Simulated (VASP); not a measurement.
# GaN (P6_3mc) in VASP: notebook

Aim: see how the results for GaN move with the level of theory and the settings. Levels: PBE, r2SCAN0, HF. Tasks: single point.

Program: VASP 6.6.1. These are calculated values, not measurements. Logs are shortened: lines on timing, memory, paths and dates and some standing lists are left out, and cuts for length are marked.

## 1. The cell of the first run

It takes space group P6_3mc (No. 186, hexagonal). Conventional cell: a = 3.180 Å, b = 3.180 Å, c = 5.166 Å, α = 90.00°, β = 90.00°, γ = 120.00°. Ga (site symmetry 3m) has 4 N at 1.94 to 1.95 Å within 2.6 Å. N (site symmetry 3m) has 4 Ga at 1.94 to 1.95 Å within 2.6 Å.

## 2. Single point, PBE

INCAR reads:

```
SYSTEM = GaN
PREC     = Accurate       ! precision mode
ENCUT    = 520            ! plane-wave cutoff, eV
EDIFF    = 1E-6           ! SCF threshold, eV
ISMEAR   = 0              ! smearing method
SIGMA    = 0.01           ! smearing width, eV
LREAL    = .False.        ! projectors in reciprocal space
LASPH    = .True.         ! aspherical terms in the spheres
NELM     = 60             ! most SCF steps
ALGO     = Normal         ! electronic algorithm
ISIF     = 2              ! what is computed and relaxed
LWAVE    = .False.        ! write WAVECAR
LCHARG   = .False.        ! write CHGCAR
GGA      = PE             ! functional
NBANDS   = 26             ! bands
```

KPOINTS reads:

```
Automatic mesh
0
Gamma
  6 6 4
  0 0 0
```

POSCAR reads:

```
GaN
1.0
    3.1800000000      0.0000000000      0.0000000000
   -1.5900000000      2.7539607840      0.0000000000
    0.0000000000      0.0000000000      5.1660000000
Ga N
2 2
Direct
    0.6666666667      0.3333333333      0.5000000000
    0.3333333333      0.6666666667      0.0000000000
    0.6666666667      0.3333333333      0.8750000000
    0.3333333333      0.6666666667      0.3750000000
```

Potentials or basis: VASP PAW PBE potentials, release 64 (Ga_d, N).

Command:

```console
$ cat potpaw_PBE.64/Ga_d/POTCAR potpaw_PBE.64/N/POTCAR > POTCAR
$ mpirun -np 1 vasp_std > vasp.out
```

OUTCAR:

```text
SYSTEM = GaN
   PREC = Accurate
   ENCUT = 520
   EDIFF = 1E-6
   ISMEAR = 0
   LREAL = .False.
   LASPH = .True.
   NELM = 60
   ISIF = 2
   GGA = PE

 ion  position               nearest neighbor table
   1  0.667  0.333  0.500-   3 1.94   4 1.95   4 1.95   4 1.95
   2  0.333  0.667  0.000-   4 1.94   3 1.95   3 1.95   3 1.95
   3  0.667  0.333  0.875-   1 1.94   2 1.95   2 1.95   2 1.95
   4  0.333  0.667  0.375-   2 1.94   1 1.95   1 1.95   1 1.95

  LATTYP: Found a hexagonal cell.
 ALAT       =     3.1800000000
 C/A-ratio  =     1.6245283019

  Lattice vectors:

 A1 = (   3.1800000000,   0.0000000000,   0.0000000000)
 A2 = (  -1.5900000000,   2.7539607840,   0.0000000000)
 A3 = (   0.0000000000,   0.0000000000,   5.1660000000)

Analysis of symmetry for initial positions (statically):
=====================================================================
 Subroutine PRICEL returns:
 Original cell was already a primitive cell.

 Routine SETGRP: Setting up the symmetry group for a
 hexagonal supercell.

 Subroutine GETGRP returns: Found 12 space group operations
 (whereof  6 operations were pure point group operations)
 out of a pool of 24 trial point group operations.

The static configuration has the point symmetry C_3v.
 The point group associated with its full space group is C_6v.

Analysis of symmetry for dynamics (positions and initial velocities):
=====================================================================
 Subroutine PRICEL returns:
 Original cell was already a primitive cell.

 Routine SETGRP: Setting up the symmetry group for a
 hexagonal supercell.

 Subroutine GETGRP returns: Found 12 space group operations
 (whereof  6 operations were pure point group operations)
 out of a pool of 24 trial point group operations.

The dynamic configuration has the point symmetry C_3v.
 The point group associated with its full space group is C_6v.

 Subroutine INISYM returns: Found 12 space group operations
 (whereof  6 operations are pure point group operations),
 and found     1 'primitive' translations

----------------------------------------------------------------------------------------

                                     Primitive cell

  volume of cell :      45.2417

  direct lattice vectors                    reciprocal lattice vectors
     3.180000000  0.000000000  0.000000000     0.314465409  0.181556688  0.000000000
    -1.590000000  2.753960784  0.000000000     0.000000000  0.363113377  0.000000000
     0.000000000  0.000000000  5.166000000     0.000000000  0.000000000  0.193573364
[... 85 lines left out ...]
   LREAL  =      F    real-space projection
   EDIFFG = 0.1E-04   stopping-criterion for IOM
   NSW    =      0    number of steps for IOM
   IBRION =     -1    ionic relax: 0-MD 1-quasi-New 2-CG
   NFREE  =      0    steps in history (QN), initial steepest desc. (CG)
   ISIF   =      2    stress and relaxation
   ISYM   =      2    0-nonsym 1-usesym 2-fastsym
   POTIM  = 0.5000    time-step for ionic-motion
   TEBEG  =    0.0;   TEEND  =   0.0 temperature during run
   PSTRESS=    0.0 pullay stress
   NELECT =      36.0000    total number of electrons
   NUPDOWN=      -1.0000    fix difference up-down
   EMIN   =  10.00;   EMAX   =-10.00  energy-range for DOS
   EFERMI =   0.00;   METHOD = LEGACY
   ISMEAR =     0;   SIGMA  =   0.01  broadening in eV -4-tet -1-fermi 0-gaus
   EFERMI_NEDOS =   21; number of points for ismear=-14 and -15
   IALGO  =     38    algorithm
   IMIX   =      4    mixing-type and parameters
     AMIX     =   0.40;   BMIX     =  1.00
     AMIX_MAG =   1.60;   BMIX_MAG =  1.00
  volume/ion in A,a.u.               =      11.31        76.33
  Fermi-wavevector in a.u.,A,eV,Ry     =   1.517036  2.866782 31.312427  2.301398
  Thomas-Fermi vector in A             =   2.626345
   LORBIT       =      0    0 simple, 1 ext, 2 COOP (PROOUT), +10 PAW based schemes
   GGA     = PE    functional components
   LHFCALC =     F    Hartree Fock is set to
   AEXX    =    0.0000 exact exchange contribution
   IVDW    =     0    specifies the selected vdW correction
   LEPSILON=     F    determine dielectric tensor
   LRPA    =     F    only Hartree local field effects (RPA)
 non-spin polarized calculation
 Gauss-broadening in eV      SIGMA  =   0.01
  energy-cutoff  :      520.00
  volume of cell :       45.24
 maximum number of plane-waves:      1236
 NGX is ok and might be reduce to    24
   NGX = 11   NGY = 11   NGZ = 19

 number of electron      36.0000002 magnetization

 Free energy of the ion-electron system (eV)
  ---------------------------------------------------
  ext. energy  EPLUGINS =         0.00000000
  ---------------------------------------------------
  free energy    TOTEN  =       -24.28072845 eV

  energy without entropy =      -24.28072845  energy(sigma->0) =      -24.28072845

 E-fermi :   5.4778     XC(G=0): -11.7216

 val. band max:        5.4346769736   @ k =   0.0000   0.0000   0.0000
 cond. band min:       7.4064707535   @ k =   0.0000   0.0000   0.0000
 fundamental gap:      1.9717937799
 Fermi energy:         5.4778223821

 k-point     1 :       0.0000    0.0000    0.0000
  band No.  band energies     occupation
      1     -10.6362      2.00000
      2      -9.6766      2.00000
      3      -8.0238      2.00000
      4      -8.0023      2.00000
      5      -8.0023      2.00000
      6      -7.9377      2.00000
[... 598 lines left out ...]
     25      19.4881      0.00000
     26      19.4928      0.00000

------------------------ aborting loop because EDIFF is reached ----------------------------------------

  FORCE on cell =-STRESS in cart. coord.  units (eV):
  Direction    XX          YY          ZZ          XY          YZ          ZX
  --------------------------------------------------------------------------------------
  -------------------------------------------------------------------------------------
  Total        1.8755422      1.8755422      2.4708746      0.0000000      0.0000000     -0.0000000
  in kB       66.4198897     66.4198897     87.5028112      0.0000000      0.0000000     -0.0000000
  external PRESSURE =      73.4475302 kB  Pullay stress =       0.0000000 kB

 VOLUME and BASIS-vectors are now :
 -----------------------------------------------------------------------------
  energy-cutoff  :      520.00
  volume of cell :       45.24
      direct lattice vectors                 reciprocal lattice vectors
     3.180000000  0.000000000  0.000000000     0.314465409  0.181556688  0.000000000
    -1.590000000  2.753960784  0.000000000     0.000000000  0.363113377  0.000000000
     0.000000000  0.000000000  5.166000000     0.000000000  0.000000000  0.193573364

 POSITION                                       TOTAL-FORCE (eV/Angst)
 -----------------------------------------------------------------------------------
      1.59000      0.91799      2.58300        -0.000000     -0.000000     -0.134676
     -0.00000      1.83597      0.00000         0.000000      0.000000     -0.134676
      1.59000      0.91799      4.52025         0.000000     -0.000000      0.134676
     -0.00000      1.83597      1.93725        -0.000000      0.000000      0.134676
 -----------------------------------------------------------------------------------
    total drift:                               -0.000001     -0.000001     -0.000232

  FREE ENERGIE OF THE ION-ELECTRON SYSTEM (eV)
  ---------------------------------------------------
  free  energy   TOTEN  =       -24.2807284465 eV

  energy  without entropy=      -24.2807284465  energy(sigma->0) =      -24.28072845
```

OSZICAR:

```text
N       E                     dE             d eps       ncg     rms          rms(c)
DAV:   1     0.272599087503E+03    0.27260E+03   -0.17525E+04  1244   0.256E+03
DAV:   2     0.604997031466E+01   -0.26655E+03   -0.25031E+03  1196   0.486E+02
DAV:   3    -0.272372144103E+02   -0.33287E+02   -0.32810E+02  1278   0.140E+02
DAV:   4    -0.283172984856E+02   -0.10801E+01   -0.10764E+01  1324   0.271E+01
DAV:   5    -0.283350901096E+02   -0.17792E-01   -0.17782E-01  1356   0.331E+00    0.110E+01
DAV:   6    -0.241995823725E+02    0.41355E+01   -0.99809E+00  1804   0.495E+01    0.307E+00
DAV:   7    -0.242989220571E+02   -0.99340E-01   -0.14398E+00  1138   0.902E+00    0.273E+00
DAV:   8    -0.242937424376E+02    0.51796E-02   -0.13903E-01  1768   0.512E+00    0.758E-01
DAV:   9    -0.242801913294E+02    0.13551E-01   -0.46220E-02  1740   0.370E+00    0.338E-01
DAV:  10    -0.242807772681E+02   -0.58594E-03   -0.40145E-03  1150   0.415E-01    0.667E-02
DAV:  11    -0.242807277357E+02    0.49532E-04   -0.45683E-04  1606   0.399E-01    0.377E-02
DAV:  12    -0.242807265066E+02    0.12292E-05   -0.52948E-05  1398   0.652E-02    0.133E-02
DAV:  13    -0.242807283201E+02   -0.18136E-05   -0.17243E-05  1364   0.497E-02    0.136E-02
DAV:  14    -0.242807284465E+02   -0.12637E-06   -0.46089E-06  1126   0.175E-02
   1 F= -.24280728E+02 E0= -.24280728E+02  d E =-.644949E-12
```

It took 21 s on 1 thread of Intel Xeon 6975P-C, shared host; peak memory 0.17 GiB.

What came out:

* Free energy: -24.2807 eV
* Pressure: 7.3 GPa
* Largest force: 0.135 eV/Å
* Band gap on the k mesh: 1.97 eV, direct

Forces in eV/Å, atoms in the order of the input:
```
Ga   0.000  0.000 -0.135
Ga   0.000  0.000 -0.135
N    0.000  0.000  0.135
N    0.000  0.000  0.135
```

Levels at points of the mesh, in eV from the valence-band top:
```csv
k point,band 14,band 15,band 16,band 17,band 18,band 19,band 20,band 21,band 22,band 23
"(0.00, 0.00, 0.00)",-1.06,-1.06,-0.06,0.00,0.00,1.97,4.30,9.26,9.92,9.92
"(0.50, 0.00, 0.00)",-5.30,-4.28,-2.78,-2.26,-0.99,5.07,5.61,6.07,8.67,10.39
"(0.00, 0.00, 0.50)",-3.87,-0.55,-0.55,-0.55,-0.55,4.29,4.29,8.54,8.54,10.44
"(0.50, 0.00, 0.50)",-6.65,-1.96,-1.96,-1.93,-1.93,4.43,4.43,7.84,7.84,10.03
```

## 3. Single point, r2SCAN0

This run uses another cell than the first one, of 11.17 Å³/atom, 0.988 times its volume.

POSCAR reads:

```
GaN
1.0
    3.1663541617      0.0000000000      0.0000000000
   -1.5831770808      2.7421431414      0.0000000000
    0.0000000000      0.0000000000      5.1459133581
Ga N
2 2
Direct
    0.6666666667      0.3333333333      0.4988474146
    0.3333333333      0.6666666667     -0.0011525854
    0.6666666667      0.3333333333      0.8761525854
    0.3333333333      0.6666666667      0.3761525854
```

INCAR.step1 reads:

```
  ALGO = Normal
  EDIFF = 1E-5
  ENCUT = 520
  GGA = PE
  ISIF = 2
  ISMEAR = -1
  LASPH = True
  LREAL = False
  LWAVE = True
  NBANDS = 26
  NELM = 100
  PREC = Accurate
  SIGMA = 0.05
```

INCAR.step2 reads:

```
  AEXX = 0.25
  ALGO = Normal
  EDIFF = 1E-6
  ENCUT = 520
  ISIF = 2
  ISMEAR = -1
  ISTART = 1
  LASPH = True
  LCHARG = True
  LELF = True
  LHFCALC = True
  LMIXTAU = True
  LREAL = False
  LVHAR = True
  LWAVE = False
  METAGGA = R2SCAN
  NBANDS = 26
  NELM = 100
  PREC = Accurate
  PRECFOCK = Normal
  SIGMA = 0.05
```

KPOINTS reads:

```
k-points
0
Gamma
  5 5 3
```

Potentials or basis: VASP PAW PBE potentials, release 64 (Ga_d, N).

Command:

```console
$ cat potpaw_PBE.64/Ga_d/POTCAR potpaw_PBE.64/N/POTCAR > POTCAR
$ cp INCAR.step1 INCAR
$ mpirun -np 1 vasp_std > vasp.out
$ cp INCAR.step2 INCAR
$ mpirun -np 1 vasp_std > vasp.out
```

OUTCAR:

```text
AEXX = 0.25
   EDIFF = 1E-6
   ENCUT = 520
   ISIF = 2
   ISMEAR = -1
   ISTART = 1
   LASPH = True
   LHFCALC = True
   LREAL = False
   METAGGA = R2SCAN
   NELM = 100
   PREC = Accurate
   PRECFOCK = Normal

 ion  position               nearest neighbor table
   1  0.667  0.333  0.499-   4 1.93   4 1.93   4 1.93   3 1.94
   2  0.333  0.667  0.999-   3 1.93   3 1.93   3 1.93   4 1.94
   3  0.667  0.333  0.876-   2 1.93   2 1.93   2 1.93   1 1.94
   4  0.333  0.667  0.376-   1 1.93   1 1.93   1 1.93   2 1.94

  LATTYP: Found a hexagonal cell.
[... 482 lines left out ...]
  Direction    XX          YY          ZZ          XY          YZ          ZX
  --------------------------------------------------------------------------------------
  -------------------------------------------------------------------------------------
  Total        0.3221716      0.3221716      0.2933492      0.0000000      0.0000000      0.0000000
  in kB       11.5527587     11.5527587     10.5192183      0.0000000      0.0000000      0.0000000
  external PRESSURE =      11.2082452 kB  Pullay stress =       0.0000000 kB

 VOLUME and BASIS-vectors are now :
 -----------------------------------------------------------------------------
  energy-cutoff  :      520.00
  volume of cell :       44.68
      direct lattice vectors                 reciprocal lattice vectors
     3.166354162  0.000000000  0.000000000     0.315820641  0.182339132  0.000000000
    -1.583177081  2.742143141  0.000000000     0.000000000  0.364678264  0.000000000
     0.000000000  0.000000000  5.145913358     0.000000000  0.000000000  0.194328962

 POSITION                                       TOTAL-FORCE (eV/Angst)
 -----------------------------------------------------------------------------------
      1.58318      0.91405      2.56703         0.000000     -0.000000      0.002088
     -0.00000      1.82810      5.13998        -0.000000      0.000000      0.002088
      1.58318      0.91405      4.50861        -0.000000     -0.000000     -0.002088
     -0.00000      1.82810      1.93565         0.000000     -0.000000     -0.002088
 -----------------------------------------------------------------------------------
    total drift:                                0.000002      0.000005      0.018921

  FREE ENERGIE OF THE ION-ELECTRON SYSTEM (eV)
  ---------------------------------------------------
  free  energy   TOTEN  =       -46.2701885909 eV

  energy  without entropy=      -46.2701885908  energy(sigma->0) =      -46.27018859
```

OUTCAR.step1:

```text
EDIFF = 1E-5
   ENCUT = 520
   GGA = PE
   ISIF = 2
[... 505 lines left out ...]
      1.58318      0.91405      2.56703        -0.000000      0.000000      0.019600
     -0.00000      1.82810      5.13998        -0.000000      0.000000      0.019600
      1.58318      0.91405      4.50861         0.000000      0.000000     -0.019600
     -0.00000      1.82810      1.93565        -0.000000      0.000000     -0.019600
 -----------------------------------------------------------------------------------
    total drift:                               -0.000001     -0.000001      0.000680

  FREE ENERGIE OF THE ION-ELECTRON SYSTEM (eV)
  ---------------------------------------------------
  free  energy   TOTEN  =       -24.2374325227 eV

  energy  without entropy=      -24.2374325226  energy(sigma->0) =      -24.23743252
```

Wall time 19 min (1 thread of Intel Xeon Platinum 8488C (Sapphire Rapids), shared host); peak memory 0.18 GiB.

Results:

```
Free energy            : -46.2702 eV
Pressure               : 1.1 GPa
Band gap on the k mesh : 4.39 eV, direct
```

Forces in eV/Å, atoms in the order of the input:
```
Ga   0.000  0.000  0.002
Ga   0.000  0.000  0.002
N    0.000  0.000 -0.002
N    0.000  0.000 -0.002
```

Stress tensor (GPa, compression positive):
```
1.16 0.00 0.00
0.00 1.16 0.00
0.00 0.00 1.05
```

Caveat: the k points lie up to 0.46 Å⁻¹ apart; the PAW data sets were made with another functional, which shifts forces and pressure a little.

[end of part 1 of 2]
